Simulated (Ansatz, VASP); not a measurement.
**One calculation of C, two programs**

```
C
1.0
    -2.46466    0.00000    0.00000
     0.00000    0.00000   -3.57197
     0.00000   -4.26892    0.00000
C
4
Direct
  0.50000 0.00000 0.18915
  0.00000 0.00000 0.67229
  0.00000 0.00000 0.31085
  0.50000 0.00000 0.82771
```

Change from the starting cell: mode 8 frozen in at -0.036 Å and mode 12 at -0.060 Å (largest displacements).

Alike in both runs: task single point; functional PBE; dispersion D3(BJ); k mesh 18 × 12 × 10; occupations gaussian, width 0.15 eV; no spin polarisation.

|  | VASP | Ansatz |
| --- | --- | --- |
| version | VASP 6.6.1 | Ansatz 0.2.0 |
| potentials or method | VASP PAW PBE potentials, release 64 (C), cutoff 520 eV | scalar-relativistic, plane waves, PAW |
| valence electrons in the cell | 16 | 16 |

```csv
,VASP,Ansatz,Ansatz less VASP
gap on the k mesh at the Fermi level (eV),none,none,-
pressure (GPa),6.4,6.1,-0.30
"traceless stress, the component that is largest in VASP (GPa)",15.70,15.32,-0.373
rms of the force components (eV/Å),3.532,3.534,+0.0014
```

Atom by atom the forces differ by 0.010 eV/Å (rms over components). A gap of «none» marks a metal or a gap that the smearing closes.
